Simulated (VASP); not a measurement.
# MgO (Fm-3m) in VASP: G0W0 quasiparticle levels with PBE

Aim: the G0W0 quasiparticle levels of MgO with PBE.

Program: VASP 6.6.1. These are calculated values, not measurements. Logs are shortened: lines on timing, memory, paths and dates and some standing lists are left out, and cuts for length are marked.

## Step 1: The cell of the first run

Symmetry: Fm-3m, No. 225, cubic system. Conventional cell: a = 4.204 Å, b = 4.204 Å, c = 4.204 Å, α = 90.00°, β = 90.00°, γ = 90.00°. Within 2.8 Å of Mg (site symmetry m-3m) lie 6 O at 2.10 Å. Within 2.8 Å of O (site symmetry m-3m) lie 6 Mg at 2.10 Å.

## Step 2: G0W0 quasiparticle levels, PBE

File POSCAR:

```
MgO
1.0
    0.0000000000      2.1021680260      2.1021680260
    2.1021680260      0.0000000000      2.1021680260
    2.1021680260      2.1021680260      0.0000000000
Mg O
1 1
Direct
    0.0000000000      0.0000000000      0.0000000000
    0.5000000000      0.5000000000      0.5000000000
```

File INCAR.step1:

```
ALGO = Normal ; EDIFF = 1E-8
ENCUT = 500 ; GGA = PE
ISMEAR = 0 ; LASPH = True
LCHARG = False ; LREAL = False
LWAVE = True ; NELM = 80
PREC = Accurate ; SIGMA = 0.01
```

File INCAR.step2:

```
ALGO = Exact ; EDIFF = 1E-8
ENCUT = 500 ; GGA = PE
ISMEAR = 0 ; ISTART = 1
LASPH = True ; LCHARG = False
LOPTICS = True ; LREAL = False
LWAVE = True ; NBANDS = 34
NELM = 1 ; PREC = Accurate
SIGMA = 0.01
```

File INCAR.step3:

```
ALGO = EVGW0 ; EDIFF = 1E-8
ENCUT = 500 ; ENCUTGW = 80.0
GGA = PE ; ISMEAR = 0
ISTART = 1 ; LASPH = True
LCHARG = False ; LREAL = False
LWAVE = False ; NBANDS = 34
NBANDSGW = 12 ; NELMGW = 1
NOMEGA = 96 ; OMEGAMAX = 20
PREC = Accurate ; PRECFOCK = Fast
SIGMA = 0.01
```

File KPOINTS:

```
k-points
0
Gamma
  6 6 6
```

Potentials or basis: VASP PAW PBE potentials, release 64 (Mg_GW, O_GW).

Launch:

```
cat potpaw_PBE.64/Mg_GW/POTCAR potpaw_PBE.64/O_GW/POTCAR > POTCAR
cp INCAR.step1 INCAR
mpirun -np 1 vasp_std > vasp.out
cp INCAR.step2 INCAR
mpirun -np 1 vasp_std > vasp.out
cp INCAR.step3 INCAR
mpirun -np 1 vasp_std > vasp.out
```

OUTCAR:

```text
EDIFF = 1E-8
   ENCUT = 500
   ENCUTGW = 80.0
   GGA = PE
   ISMEAR = 0
   ISTART = 1
   LASPH = True
   LREAL = False
   NELMGW = 1
   PREC = Accurate
   PRECFOCK = Fast

 ion  position               nearest neighbor table
   1  0.000  0.000  0.000-   2 2.10   2 2.10   2 2.10   2 2.10   2 2.10   2 2.10
   2  0.500  0.500  0.500-   1 2.10   1 2.10   1 2.10   1 2.10   1 2.10   1 2.10

  LATTYP: Found a face centered cubic cell.
 ALAT       =     4.2043360520

  Lattice vectors:

 A1 = (   0.0000000000,   2.1021680260,   2.1021680260)
 A2 = (   2.1021680260,   0.0000000000,   2.1021680260)
 A3 = (   2.1021680260,   2.1021680260,   0.0000000000)

Analysis of symmetry for initial positions (statically):
=====================================================================
 Subroutine PRICEL returns:
 Original cell was already a primitive cell.

 Routine SETGRP: Setting up the symmetry group for a
 face centered cubic supercell.

 Subroutine GETGRP returns: Found 48 space group operations
 (whereof 48 operations were pure point group operations)
 out of a pool of 48 trial point group operations.

The static configuration has the point symmetry O_h .

Analysis of symmetry for dynamics (positions and initial velocities):
=====================================================================
 Subroutine PRICEL returns:
 Original cell was already a primitive cell.

 Routine SETGRP: Setting up the symmetry group for a
 face centered cubic supercell.

 Subroutine GETGRP returns: Found 48 space group operations
 (whereof 48 operations were pure point group operations)
 out of a pool of 48 trial point group operations.

The dynamic configuration has the point symmetry O_h .

 Subroutine INISYM returns: Found 48 space group operations
 (whereof 48 operations are pure point group operations),
 and found     1 'primitive' translations

----------------------------------------------------------------------------------------

                                     Primitive cell

  volume of cell :      18.5794

  direct lattice vectors                    reciprocal lattice vectors
     0.000000000  2.102168026  2.102168026    -0.237849684  0.237849684  0.237849684
     2.102168026  0.000000000  2.102168026     0.237849684 -0.237849684  0.237849684
     2.102168026  2.102168026  0.000000000     0.237849684  0.237849684 -0.237849684

  length of vectors
     2.972914533  2.972914533  2.972914533     0.411967737  0.411967737  0.411967737

  position of ions in fractional coordinates (direct lattice)
     0.000000000  0.000000000  0.000000000
     0.500000000  0.500000000  0.500000000

  ion indices of the primitive-cell ions
   primitive index   ion index
                 1           1
                 2           2

----------------------------------------------------------------------------------------

 KPOINTS: k-points

Automatic generation of k-mesh.
 Grid dimensions read from file:
 generate k-points for:    6    6    6

 Generating k-lattice:

  Cartesian coordinates                     Fractional coordinates (reciprocal lattice)
    -0.039641614  0.039641614  0.039641614     0.166666667  0.000000000  0.000000000
     0.039641614 -0.039641614  0.039641614     0.000000000  0.166666667  0.000000000
     0.039641614  0.039641614 -0.039641614     0.000000000  0.000000000  0.166666667

  Length of vectors
     0.068661289  0.068661289  0.068661289

  Shift w.r.t. Gamma in fractional coordinates (k-lattice)
     0.000000000  0.000000000  0.000000000

 Subroutine IBZKPT returns following result:
 ===========================================

 Found     16 irreducible k-points:

 Following reciprocal coordinates:
            Coordinates               Weight
  0.000000  0.000000  0.000000      1.000000
  0.166667  0.000000  0.000000      8.000000
  0.333333  0.000000  0.000000      8.000000
  0.500000  0.000000  0.000000      4.000000
  0.166667  0.166667  0.000000      6.000000
  0.333333  0.166667  0.000000     24.000000
[... 8 lines left out ...]
 -0.333333  0.333333  0.166667     24.000000
 -0.333333  0.500000  0.166667     12.000000
   k-points           NKPTS =     16   k-points in BZ     NKDIM =    216   number of bands    NBANDS=     34
   number of dos      NEDOS =    301   number of ions     NIONS =      2
   total plane-waves  NPLWV =  13824
   dimension x,y,z NGX =    24 NGY =   24 NGZ =   24
   dimension x,y,z NGXF=    48 NGYF=   48 NGZF=   48
   ions per type =               1   1
   NGX,Y,Z   is equivalent  to a cutoff of  13.42, 13.42, 13.42 a.u.
   NGXF,Y,Z  is equivalent  to a cutoff of  26.84, 26.84, 26.84 a.u.
 SYSTEM =  unknown system
   PREC   = accura    normal or accurate (medium, high low for compatibility)
   ISTART =      1    job   : 0-new  1-cont  2-samecut
   ICHARG =      0    charge: 1-file 2-atom 10-const
   ISPIN  =      1    spin polarized calculation?
   LNONCOLLINEAR =      F non collinear calculations
   LSORBIT =      F    spin-orbit coupling
   LASPH  =      T    aspherical Exc in radial PAW
   ENCUT  =  500.0 eV  36.75 Ry    6.06 a.u.   5.42  5.42  5.42*2*pi/ulx,y,z
   NELM   =     60;   NELMIN=  2; NELMDL=  0     # of ELM steps
   EDIFF  = 0.1E-07   stopping-criterion for ELM
   LREAL  =      F    real-space projection
   EDIFFG = 0.1E-06   stopping-criterion for IOM
   NSW    =      0    number of steps for IOM
   IBRION =     -1    ionic relax: 0-MD 1-quasi-New 2-CG
   NFREE  =      0    steps in history (QN), initial steepest desc. (CG)
   ISIF   =      0    stress and relaxation
   ISYM   =      3    0-nonsym 1-usesym 2-fastsym
   POTIM  = 0.5000    time-step for ionic-motion
   TEBEG  =    0.0;   TEEND  =   0.0 temperature during run
   PSTRESS=    0.0 pullay stress
   NELECT =       8.0000    total number of electrons
   NUPDOWN=      -1.0000    fix difference up-down
   EMIN   =  10.00;   EMAX   =-10.00  energy-range for DOS
   EFERMI =   0.00;   METHOD = LEGACY
   ISMEAR =     0;   SIGMA  =   0.01  broadening in eV -4-tet -1-fermi 0-gaus
   EFERMI_NEDOS =   21; number of points for ismear=-14 and -15
   IALGO  =     38    algorithm
   IMIX   =      4    mixing-type and parameters
     AMIX     =   0.40;   BMIX     =  1.00
     AMIX_MAG =   1.60;   BMIX_MAG =  1.00
  volume/ion in A,a.u.               =       9.29        62.69
  Fermi-wavevector in a.u.,A,eV,Ry     =   1.236215  2.336108 20.792804  1.528228
  Thomas-Fermi vector in A             =   2.370833
   LORBIT       =      0    0 simple, 1 ext, 2 COOP (PROOUT), +10 PAW based schemes
   GGA     = PE    functional components
   LHFCALC =     T    Hartree Fock is set to
   PRECFOCK=fast      Normal, Fast or Accurate (Low or Medium for compatibility)
   ENCUT4O =  -1.0   cutoff for four orbital integrals eV
   NKREDX  =     1    reduce k-point grid by
   NKREDY  =     1    reduce k-point grid by
   NKREDZ  =     1    reduce k-point grid by
   AEXX    =    1.0000 exact exchange contribution
   HFSCREEN=    0.0000 screening length (either q_TF or 0.3 A-1)
   HFSCREENC=   0.0000 screening length for correlation (either q_TF or 0.3 A-1)
   ENCUTFOCK=  -1.0 apply spherical cutoff to Coloumb kernel
   IVDW    =     0    specifies the selected vdW correction
   LEPSILON=     F    determine dielectric tensor
   LRPA    =     F    only Hartree local field effects (RPA)
   LRPAFORCE           =     F    calculate RPA forces
   ENCUTGW             =  80.0    cutoff for response function in eV
   ENCUTGWSOFT         =  64.0    soft cutoff for Coulomb kernel in GW response function in eV
   ENCUTLF             =  -1.0    cutoff for local field effects
   NELMGW              =     1    number of iterations in solving QP/BSE equation
   NELMHF              =     1    number of iterations in the inner HF iteration
   NKREDLFX            =     1    NKREDLFY  =   1   NKREDLFZ  =   1
 non-spin polarized calculation
 Gauss-broadening in eV      SIGMA  =   0.01
  energy-cutoff  :      500.00
  volume of cell :       18.58
 maximum number of plane-waves:       489
 NGX is ok and might be reduce to    24
  NGX = 14; NGY = 14; NGZ = 14
   NGX = 11   NGY = 11   NGZ = 11
 maximum number of plane-waves:        34
 NGX is ok and might be reduce to    10

 QP shifts <psi_nk| G(iteration)W_0 |psi_nk>: iteration 1
 for sc-GW calculations column KS-energies equals QP-energies in previous step
 and V_xc(KS)=  KS-energies - (<T + V_ion + V_H > + <T+V_H+V_ion>^1  + <V_x>^1)

 k-point   1 :       0.0000    0.0000    0.0000
  band No.  KS-energies  QP-energies   sigma(KS)   V_xc(KS)     V^pw_x(r,r')   Z            occupation Imag(sigma)

      1     -14.0730     -16.1519     -21.1407     -18.1204     -29.9079       0.6883       2.0000       1.0501
      2       3.2240       2.2072     -21.0235     -19.7386     -25.2493       0.7913       2.0000       0.0530
      3       3.2240       2.2072     -21.0235     -19.7386     -25.2493       0.7913       2.0000       0.0530
      4       3.2240       2.2072     -21.0235     -19.7386     -25.2493       0.7913       2.0000       0.0530
      5       8.0036       9.2501     -10.7379     -12.2124      -7.4508       0.8454       0.0000      -0.0381
      6      19.0621      20.4913      -7.3468      -9.0657      -3.0930       0.8314       0.0000      -0.0709
      7      19.0621      20.4913      -7.3468      -9.0657      -3.0930       0.8314       0.0000      -0.0709
      8      19.0621      20.4913      -7.3468      -9.0657      -3.0930       0.8314       0.0000      -0.0709
      9      22.9939      23.4862      -7.2898      -7.9368      -1.6841       0.7608       0.0000      -0.4064
     10      24.7750      26.5790      -7.6895      -9.8787      -3.2625       0.8240       0.0000      -0.1301
     11      24.7750      26.5790      -7.6895      -9.8787      -3.2625       0.8240       0.0000      -0.1301
     12      27.3734      29.0189      -7.4129      -9.4962      -1.8749       0.7899       0.0000      -0.4395

 k-point   2 :       0.1667    0.0000    0.0000
  band No.  KS-energies  QP-energies   sigma(KS)   V_xc(KS)     V^pw_x(r,r')   Z            occupation Imag(sigma)
[... 225 lines left out ...]
      1     -12.4746     -14.6102     -22.7509     -19.8516     -31.3827       0.7366       2.0000       0.9145
      2      -0.3553      -2.0025     -17.7742     -15.6376     -22.1191       0.7710       2.0000       0.0776
      3       0.9695      -0.4940     -18.7939     -16.9199     -23.0483       0.7809       2.0000       0.0658
      4       1.5457       0.2014     -19.4045     -17.6869     -23.6734       0.7827       2.0000       0.0618
      5      13.8029      15.2730      -9.2094     -10.9763      -5.3931       0.8320       0.0000      -0.0491
      6      14.6957      16.4418      -8.6472     -10.7349      -4.7697       0.8364       0.0000      -0.0491
      7      15.7512      17.7327     -11.7299     -14.2124      -7.5621       0.7982       0.0000      -0.0699
      8      19.7551      21.4761      -8.9471     -11.0966      -4.1669       0.8007       0.0000      -0.1372
      9      23.4294      25.1605      -9.1261     -11.3410      -3.8255       0.7816       0.0000      -0.2848
     10      27.9145      29.3482      -7.7100      -9.4888      -2.3591       0.8060       0.0000      -0.5421
     11      29.4854      31.6810      -8.5519     -11.1275      -3.5729       0.8524       0.0000      -0.6058
     12      31.6609      33.9884      -9.1185     -11.8380      -3.7437       0.8559       0.0000      -0.8099
```

It took 90 s on 1 thread of Intel Xeon 8259CL, shared host; peak memory 0.22 GiB.

What came out:

```yaml
Quasiparticle_gap: 7.04 eV
Least_direct_quasiparticle_gap: 7.04 eV
Band_gap_of_the_starting_levels_on_the_mesh: 4.78 eV
Least_direct_gap_of_the_starting_levels_on_the_mesh: 4.78 eV
```

Caveat: the k points lie up to 0.43 Å⁻¹ apart; bands, screening cutoff and mesh are small and nothing is extrapolated, so the quasiparticle values aren't converged.
